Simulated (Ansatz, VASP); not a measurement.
## Two plane-wave programs on BaTe

The input INCAR:

```
SYSTEM = BaTe
  ALGO = Normal
  EDIFF = 1E-6
  ENCUT = 500
  GGA = PE
  GGA_COMPAT = .FALSE.
  ISIF = 2
  ISMEAR = -1
  LASPH = .TRUE.
  LCHARG = .TRUE.
  LELF = .TRUE.
  LREAL = .FALSE.
  LVHAR = .TRUE.
  LWAVE = .FALSE.
  NBANDS = 15
  NELM = 120
  PREC = Accurate
  SIGMA = 0.02
```

File KPOINTS:

```
k-points
0
G
  6 6 6
  0 0 0
```

File POSCAR:

```
BaTe
1.0
    0.0000000000      3.6429505523      3.5323868441
    3.6429505523      0.0000000000      3.5323868441
    3.6429505523      3.6429505523      0.0000000000
Ba Te
1 1
Direct
    0.0000000000      0.0000000000      0.0000000000
    0.5000000000      0.5000000000      0.5000000000
```

Input for Ansatz:

```yaml
crystal:
  lattice:
    - [0.0, 3.6429505523, 3.5323868441]
    - [3.6429505523, 0.0, 3.5323868441]
    - [3.6429505523, 3.6429505523, 0.0]
  atoms:
    - { symbol: Ba, position: [0.0, 0.0, 0.0] }
    - { symbol: Te, position: [0.5, 0.5, 0.5] }
kpoints:
  mp_grid: { grid: [6, 6, 6] }
  band_path:
    path:
      - [0.0, 0.0, 0.0]
      - [0.5, 0.0, 0.5]
      - [0.625, 0.25, 0.625]
      - [0.375, 0.375, 0.75]
      - [0.5, 0.5, 0.5]
      - [0.5, 0.25, 0.75]
    npoints: 1
hamiltonian:
  xc: pbe
scf:
  occupations: { method: fermi_dirac, width: 0.02 }
  n_extra_bands: 4
output:
  forces: true
  stress: true
  eigenvalues: true
```

Change from the starting cell: biaxial_xy strain +3.1%.

Alike in both runs: task single point; functional PBE; k mesh 6 × 6 × 6; occupations fermi-dirac, width 0.02 eV; no spin polarisation.

|  | VASP | Ansatz |
| --- | --- | --- |
| version | VASP 6.6.1 | Ansatz 0.2.0 |
| potentials or method | VASP PAW PBE potentials, release 64 (Ba_sv, Te) | plane waves, PAW |
| plane-wave cutoff (eV) | 500 | 420 |
| valence electrons in the cell | 16 | 26 |

Ansatz gave:

| Property | Result |
| --- | --- |
| gap on the k mesh at the Fermi level (eV) | 1.72 |
| pressure (GPa) | -1.5 |
| traceless stress, the component that is largest in VASP (GPa) | 0.90 |

Q: Estimate VASP's values.

A: gap on the k mesh at the Fermi level (eV): 1.65; pressure (GPa): -1.2; traceless stress, the component that is largest in VASP (GPa): 0.96.

VASP's potentials hold 16 valence electrons a cell and Ansatz's 26, so a difference there can come from the potentials and not from the codes.

Spin-orbit coupling is off throughout.
